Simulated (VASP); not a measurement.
**BN: single point with PBEsol**

The system is BN.

```
B N
1.0
     2.50378    0.00000    0.00000
     0.00000    4.33667    0.00000
     0.00000    0.00000    7.03410
B N
4 4
Direct
  0.00000 0.33333 0.23231
  0.50000 0.83333 0.24790
  0.50000 0.16667 0.73231
  0.00000 0.66667 0.74790
  0.00000 0.33333 0.75951
  0.50000 0.83333 0.75576
  0.50000 0.16667 0.25951
  0.00000 0.66667 0.25576
```

This cell differs from its parent crystal: atoms displaced along a vibrational mode.

```yaml
Program: VASP 6.6.1
Task: single point
Functional: PBEsol
Potentials_or_basis: VASP PAW PBE potentials, release 64 (B, N)
Cutoff: 600 eV
k_mesh: 10 × 6 × 4
Occupations: gaussian, width 0.05 eV
Spin: no spin polarisation
Dipole_correction: no
Further_INCAR_settings: ALGO = Normal; EDIFF = 1e-06; NBANDS = 26
```

```yaml
Pressure: -1.1 GPa
Largest_force: 2.420 eV/Å
Band_gap_on_the_k_mesh: 3.72 eV
```

Forces in eV/Å, atoms in the order of the input:
```
B    0.000 -0.086  2.418
B    0.000  0.021  0.761
B    0.000  0.086  2.418
B    0.000 -0.021  0.761
N    0.000 -0.211 -1.853
N    0.000  0.150 -1.326
N    0.000  0.211 -1.853
N    0.000 -0.150 -1.326
```

Stress tensor (GPa, compression positive):
```
-0.26  0.00  0.00
 0.00 -0.29  0.00
 0.00  0.00 -2.79
```

Levels at points of the mesh, in eV from the valence-band top:
```tsv
k point	band 12	band 13	band 14	band 15	band 16	band 17	band 18	band 19	band 20	band 21
(0.00, 0.00, 0.00)	-1.30	-1.17	-1.15	-1.02	-0.46	3.72	4.90	5.21	9.18	9.34
(0.50, 0.00, 0.00)	-5.77	-1.65	-1.65	-0.64	-0.64	5.35	5.35	5.81	5.81	10.19
(0.00, 0.50, 0.00)	-2.91	-2.88	-2.88	-2.72	-2.68	5.74	6.43	8.11	8.50	9.24
(0.50, 0.50, 0.00)	-3.97	-1.31	-1.31	-0.55	-0.55	4.11	4.11	5.22	5.22	9.38
(0.00, 0.00, 0.50)	-1.34	-1.16	-1.16	-0.79	-0.79	4.44	4.44	6.68	6.68	9.78
(0.50, 0.00, 0.50)	-5.78	-1.21	-1.21	-1.11	-1.11	5.39	5.39	5.59	5.59	11.20
(0.00, 0.50, 0.50)	-3.68	-2.89	-2.89	-2.70	-2.70	7.03	7.03	7.72	7.72	9.95
(0.50, 0.50, 0.50)	-3.98	-0.97	-0.97	-0.88	-0.88	4.47	4.47	4.58	4.58	9.76
```

Wall time 72 s on 1 thread of Intel(R) Xeon(R) 6975P-C (Granite Rapids), on a shared host, peak memory 0.26 GiB.

Caveat: the cell differs from its parent crystal (atoms displaced along a vibrational mode); the PAW data sets were made with another functional, which shifts forces and pressure a little; this functional lacks dispersion, which binds the layers, so the pressure and a relaxed spacing across them are unreliable. A k mesh can miss the band edges.
